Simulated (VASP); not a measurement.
Crystal: NiO.

```
CELL_PARAMETERS angstrom
0.00000 2.07190 2.07190
2.07190 0.00000 2.07190
2.07190 2.07190 0.00000
ATOMIC_POSITIONS crystal
Ni 0.00000 0.00000 0.00000
O 0.50000 0.50000 0.50000
```

Base run:

- Program: VASP 6.6.1
- Functional: r2SCAN
- Potentials or basis: VASP PAW PBE potentials, release 64 (Ni, O)
- Cutoff: 520 eV
- k mesh: 11 × 11 × 11
- Occupations: fermi-dirac, width 0.05 eV
- Spin: collinear spin, ferromagnetic start
- Starting moments: [1.0, 0.0] μB

Its results: band gap on the k mesh 0.67 eV (least direct gap 1.67 eV); pressure 7.6 GPa; net moment 2.00 μB per cell; site moments Ni +1.69; O +0.28 μB.

The run is repeated on the same cell with these changes: functional from r2SCAN to r2SCAN0; k mesh from 11 × 11 × 11 to 6 × 6 × 6. What comes out?

Band gap on the k mesh 4.83 eV (least direct gap 5.88 eV); pressure 5.3 GPa; net moment 2.00 μB per cell; site moments Ni +1.77; O +0.21 μB.

Several settings changed at once.

Caveats: some runs use coarse meshes; the PAW data sets were made with another functional, which shifts forces and pressure a little; a cell with one magnetic atom can't hold antiferromagnetic order, which such compounds often take; the cell stands under pressure (at least some runs); semilocal functionals underestimate gaps, and a narrow one can read as zero (at least some runs); an odd mesh through Γ misses points on the zone boundary, where band edges can lie (at least some runs).
